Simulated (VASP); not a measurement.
# PbS in VASP: electric field gradients with PBE

Aim: the electric field gradients of PbS with PBE.

Everything below comes from runs of VASP 6.6.1. Logs are shortened: lines on timing, memory, paths and dates and some standing lists are left out, and cuts for length are marked.

## 1. The cell of the first run

The cell holds a slab with vacuum, 4 atoms: a = 4.192 Å, b = 4.069 Å, c = 11.794 Å, α = 96.13°, β = 93.81°, γ = 89.21°.

## 2. Electric field gradients, PBE (equal xy, yz and zx shear strains of -3 %)

Input file INCAR:

```
SYSTEM = PbS
PREC     = Accurate       ! precision mode
ENCUT    = 520            ! plane-wave cutoff, eV
EDIFF    = 1E-8           ! SCF threshold, eV
ISMEAR   = -1             ! smearing method
SIGMA    = 0.01           ! smearing width, eV
LREAL    = .False.        ! projectors in reciprocal space
LASPH    = .True.         ! aspherical terms in the spheres
NELM     = 60             ! most SCF steps
ALGO     = Normal         ! electronic algorithm
ISIF     = 2              ! what is computed and relaxed
LWAVE    = .False.        ! write WAVECAR
LCHARG   = .False.        ! write CHGCAR
GGA      = PE             ! functional
LEFG     = .True.       
NBANDS   = 28             ! bands
```

Input file KPOINTS:

```
regular mesh
0
Gamma
  7 7 3
  0 0 0
```

Input file POSCAR:

```
PbS
1.0
    2.9840000000     -2.9441075000     -0.0006075000
    2.8970000000      2.8558925000     -0.0876075000
   -1.2556893500     -0.1594386000     11.7254907500
Pb S
2 2
Direct
    0.7756000000      0.7756000000      0.6363800000
    0.2244000000      0.2244000000      0.3636200000
    0.2684000000      0.2684000000      0.5986000000
    0.7316000000      0.7316000000      0.4014000000
```

Potentials or basis: VASP PAW PBE potentials, release 64 (Pb_d, S).

Started as:

```console
$ cat potpaw_PBE.64/Pb_d/POTCAR potpaw_PBE.64/S/POTCAR > POTCAR
$ mpirun -np 1 vasp_std > vasp.out
```

OUTCAR:

```text
SYSTEM = PbS
   PREC = Accurate
   ENCUT = 520
   EDIFF = 1E-8
   ISMEAR = -1
   LREAL = .False.
   LASPH = .True.
   NELM = 60
   ISIF = 2
   GGA = PE

 ion  position               nearest neighbor table
   1  0.776  0.776  0.636-   4 2.75   3 2.92   3 2.95   3 2.96   3 2.99
   2  0.224  0.224  0.364-   3 2.75   4 2.92   4 2.95   4 2.96   4 2.99
   3  0.268  0.268  0.599-   2 2.75   1 2.92   1 2.95   1 2.96   1 2.99
   4  0.732  0.732  0.401-   1 2.75   2 2.92   2 2.95   2 2.96   2 2.99

  LATTYP: Found a triclinic cell.
 ALAT       =    17.6384875276
 B/A-ratio  =     0.3334936211
 C/A-ratio  =     1.3325337782
 COS(alpha) =     0.0001226985
 COS(beta)  =     0.6587315133
 COS(gamma) =     0.7479952466

  Lattice vectors:

 A1 = (  13.0176893500,  -0.0169914000, -11.9019207500)
 A2 = (   5.8810000000,  -0.0882150000,  -0.0882150000)
 A3 = (  -0.3856213000,  -2.5370153000, -23.3633740000)

Analysis of symmetry for initial positions (statically):
=====================================================================
 Subroutine PRICEL returns:
 Original cell was already a primitive cell.

 Routine SETGRP: Setting up the symmetry group for a
 triclinic supercell.

 Subroutine GETGRP returns: Found  2 space group operations
 (whereof  2 operations were pure point group operations)
 out of a pool of  2 trial point group operations.

The static configuration has the point symmetry S_2 .

Analysis of symmetry for dynamics (positions and initial velocities):
=====================================================================
 Subroutine PRICEL returns:
 Original cell was already a primitive cell.

 Routine SETGRP: Setting up the symmetry group for a
 triclinic supercell.

 Subroutine GETGRP returns: Found  2 space group operations
 (whereof  2 operations were pure point group operations)
 out of a pool of  2 trial point group operations.

The dynamic configuration has the point symmetry S_2 .

 Subroutine INISYM returns: Found  2 space group operations
 (whereof  2 operations are pure point group operations),
 and found     1 'primitive' translations

----------------------------------------------------------------------------------------

                                     Primitive cell

  volume of cell :     199.5646

  direct lattice vectors                    reciprocal lattice vectors
     2.984000000 -2.944107500 -0.000607500     0.167728991 -0.169663031  0.015655180
     2.897000000  2.855892500 -0.087607500     0.172982573  0.175322163  0.020908762
    -1.255689350 -0.159438600 11.725490750     0.001301137  0.001301137  0.085441309

  length of vectors
     4.191899968  4.068956383 11.793613091     0.239089195  0.247180112  0.085461121

  position of ions in fractional coordinates (direct lattice)
     0.775600000  0.775600000  0.636380000
     0.224400000  0.224400000  0.363620000
     0.268400000  0.268400000  0.598600000
     0.731600000  0.731600000  0.401400000

  ion indices of the primitive-cell ions
   primitive index   ion index
                 1           1
                 2           2
                 3           3
                 4           4

----------------------------------------------------------------------------------------

 KPOINTS: regular mesh

Automatic generation of k-mesh.
 Grid dimensions read from file:
 generate k-points for:    7    7    3

 Generating k-lattice:

  Cartesian coordinates                     Fractional coordinates (reciprocal lattice)
     0.023961284 -0.024237576  0.002236454     0.142857143 -0.000000000 -0.000000000
     0.024711796  0.025046023  0.002986966    -0.000000000  0.142857143  0.000000000
     0.000433712  0.000433712  0.028480436     0.000000000  0.000000000  0.333333333
[... 41 lines left out ...]
   total plane-waves  NPLWV =  86400
   dimension x,y,z NGX =    32 NGY =   30 NGZ =   90
   dimension x,y,z NGXF=    64 NGYF=   60 NGZF=  180
   ions per type =               2   2
   NGX,Y,Z   is equivalent  to a cutoff of  12.69, 12.26, 12.69 a.u.
   NGXF,Y,Z  is equivalent  to a cutoff of  25.38, 24.51, 25.37 a.u.
 SYSTEM =  PbS
   PREC   = accura    normal or accurate (medium, high low for compatibility)
   ISTART =      0    job   : 0-new  1-cont  2-samecut
   ICHARG =      2    charge: 1-file 2-atom 10-const
   ISPIN  =      1    spin polarized calculation?
   LNONCOLLINEAR =      F non collinear calculations
   LSORBIT =      F    spin-orbit coupling
   LASPH  =      T    aspherical Exc in radial PAW
   ENCUT  =  520.0 eV  38.22 Ry    6.18 a.u.   7.79  7.57 21.93*2*pi/ulx,y,z
   NELM   =     60;   NELMIN=  2; NELMDL= -5     # of ELM steps
   EDIFF  = 0.1E-07   stopping-criterion for ELM
   LREAL  =      F    real-space projection
   EDIFFG = 0.1E-06   stopping-criterion for IOM
   NSW    =      0    number of steps for IOM
   IBRION =     -1    ionic relax: 0-MD 1-quasi-New 2-CG
   NFREE  =      0    steps in history (QN), initial steepest desc. (CG)
   ISIF   =      2    stress and relaxation
   ISYM   =      2    0-nonsym 1-usesym 2-fastsym
   POTIM  = 0.5000    time-step for ionic-motion
   TEBEG  =    0.0;   TEEND  =   0.0 temperature during run
   PSTRESS=    0.0 pullay stress
   NELECT =      40.0000    total number of electrons
   NUPDOWN=      -1.0000    fix difference up-down
   EMIN   =  10.00;   EMAX   =-10.00  energy-range for DOS
   EFERMI =   0.00;   METHOD = LEGACY
   ISMEAR =    -1;   SIGMA  =   0.01  broadening in eV -4-tet -1-fermi 0-gaus
   EFERMI_NEDOS =   21; number of points for ismear=-14 and -15
   IALGO  =     38    algorithm
   IMIX   =      4    mixing-type and parameters
     AMIX     =   0.40;   BMIX     =  1.00
     AMIX_MAG =   1.60;   BMIX_MAG =  1.00
  volume/ion in A,a.u.               =      49.89       336.68
  Fermi-wavevector in a.u.,A,eV,Ry     =   0.958077  1.810503 12.488939  0.917911
  Thomas-Fermi vector in A             =   2.087152
   LORBIT       =      0    0 simple, 1 ext, 2 COOP (PROOUT), +10 PAW based schemes
   GGA     = PE    functional components
   LHFCALC =     F    Hartree Fock is set to
   AEXX    =    0.0000 exact exchange contribution
   IVDW    =     0    specifies the selected vdW correction
   LEPSILON=     F    determine dielectric tensor
   LRPA    =     F    only Hartree local field effects (RPA)
 non-spin polarized calculation
  energy-cutoff  :      520.00
  volume of cell :      199.56
 maximum number of plane-waves:      5403
   NGX = 15   NGY = 15   NGZ = 43

 number of electron      40.0000006 magnetization

 Free energy of the ion-electron system (eV)
  ---------------------------------------------------
  ext. energy  EPLUGINS =         0.00000000
  ---------------------------------------------------
  free energy    TOTEN  =       -17.17102639 eV

  energy without entropy =      -17.17102639  energy(sigma->0) =      -17.17102639

 E-fermi :   1.0150     XC(G=0):  -5.9173

 val. band max:        0.7402001345   @ k =   0.4286   0.0000   0.3333
 cond. band min:       1.9836502105   @ k =   0.0000   0.0000   0.3333
 fundamental gap:      1.2434500759
 Fermi energy:         1.0149947591

 k-point     1 :       0.0000    0.0000    0.0000
  band No.  band energies     occupation
      1     -15.6243      2.00000
      2     -15.5464      2.00000
      3     -15.5441      2.00000
      4     -15.5276      2.00000
      5     -15.5049      2.00000
      6     -15.4992      2.00000
[... 733 lines left out ...]
     27       6.6479      0.00000
     28       7.5369      0.00000

 [... further k-points ...]

------------------------ aborting loop because EDIFF is reached ----------------------------------------

  FORCE on cell =-STRESS in cart. coord.  units (eV):
  Direction    XX          YY          ZZ          XY          YZ          ZX
  --------------------------------------------------------------------------------------
  -------------------------------------------------------------------------------------
  Total        0.6314504      1.7425503     -1.5059402      0.4260646      0.1935930      0.1842485
  in kB        5.0695132     13.9898271    -12.0902348      3.4206012      1.5542346      1.4792141
  external PRESSURE =       2.3230351 kB  Pullay stress =       0.0000000 kB

 VOLUME and BASIS-vectors are now :
 -----------------------------------------------------------------------------
  energy-cutoff  :      520.00
  volume of cell :      199.56
      direct lattice vectors                 reciprocal lattice vectors
     2.984000000 -2.944107500 -0.000607500     0.167728991 -0.169663031  0.015655180
     2.897000000  2.855892500 -0.087607500     0.172982573  0.175322163  0.020908762
    -1.255689350 -0.159438600 11.725490750     0.001301137  0.001301137  0.085441309

 POSITION                                       TOTAL-FORCE (eV/Angst)
 -----------------------------------------------------------------------------------
      3.76221     -0.16988      7.39345         0.009754      0.015411     -0.407720
      0.86310     -0.07777      4.24383        -0.009754     -0.015411      0.407720
      0.82680     -0.11912      6.99520         0.073373      0.077459     -0.065529
      3.79851     -0.12854      4.64207        -0.073373     -0.077459      0.065529
 -----------------------------------------------------------------------------------
    total drift:                                0.000000      0.000000     -0.000000

  FREE ENERGIE OF THE ION-ELECTRON SYSTEM (eV)
  ---------------------------------------------------
  free  energy   TOTEN  =       -17.1710263949 eV

  energy  without entropy=      -17.1710263949  energy(sigma->0) =      -17.17102639

 Electric field gradients (V/A^2)
---------------------------------------------------------------------
 ion       V_xx      V_yy      V_zz      V_xy      V_xz      V_yz
---------------------------------------------------------------------
   1      95.033    37.715  -132.748     2.870    -3.567    -5.127
   2      95.033    37.715  -132.748     2.870    -3.567    -5.127
   3       0.319    -1.460     1.141    -5.583    -4.480    -4.814
   4       0.319    -1.460     1.141    -5.583    -4.480    -4.814
---------------------------------------------------------------------

 Electric field gradients after diagonalization (V/A^2)
 (convention: |V_zz| > |V_xx| > |V_yy|)
----------------------------------------------------------------------
 ion       V_xx      V_yy      V_zz     asymmetry (V_yy - V_xx)/ V_zz
----------------------------------------------------------------------
   1      95.241    37.714  -132.955       0.433
   2      95.241    37.714  -132.955       0.433
   3       5.286     4.789   -10.075       0.049
   4       5.286     4.789   -10.075       0.049
----------------------------------------------------------------------

           NMR quadrupolar parameters

 Cq : quadrupolar parameter    Cq=e*Q*V_zz/h
 eta: asymmetry parameters     (V_yy - V_xx)/ V_zz
 Q  : nuclear electric quadrupole moment in mb (millibarn)
----------------------------------------------------------------------
 ion       Cq(MHz)       eta       Q (mb)
----------------------------------------------------------------------
   1      -0.321       0.433       1.000
   2      -0.321       0.433       1.000
   3      -0.024       0.049       1.000
   4      -0.024       0.049       1.000
----------------------------------------------------------------------
```

Wall time 3.6 min (1 thread of AMD EPYC 9R45 (Zen 5), shared host); peak memory 0.47 GiB.

Results:

```
Free energy                             : -17.1710 eV
Largest force                           : 0.408 eV/Å
Band gap on the k mesh                  : 1.24 eV (least direct gap 1.27 eV)
Largest electric field gradient by atom : Pb -133.0; S -10.1 V/Å²
```

Forces on the atoms (eV/Å):
```
Pb   0.010  0.015 -0.408
Pb  -0.010 -0.015  0.408
S    0.073  0.077 -0.066
S   -0.073 -0.077  0.066
```

Levels at points of the mesh, in eV from the valence-band top:
| k point | band 16 | band 17 | band 18 | band 19 | band 20 | band 21 | band 22 | band 23 | band 24 | band 25 |
| --- | --- | --- | --- | --- | --- | --- | --- | --- | --- | --- |
| (0.00, 0.00, 0.00) | -2.67 | -2.34 | -1.54 | -1.28 | -0.02 | 1.35 | 2.97 | 4.96 | 5.20 | 5.38 |

Electric field gradients, principal values (V/Å²):
| atom | least | middle | greatest (by size) |
| --- | --- | --- | --- |
| 1 Pb | 37.714 | 95.241 | -132.955 |
| 2 Pb | 37.714 | 95.241 | -132.955 |
| 3 S | 4.789 | 5.286 | -10.075 |
| 4 S | 4.789 | 5.286 | -10.075 |

Caveat: the cell differs from its parent crystal (equal xy, yz and zx shear strains of -3 %); without QUAD_EFG the Cq values of the log hold for a quadrupole moment of 1 mb, not for the nuclei; spin-orbit coupling is left out, which moves the levels of the heavy elements.
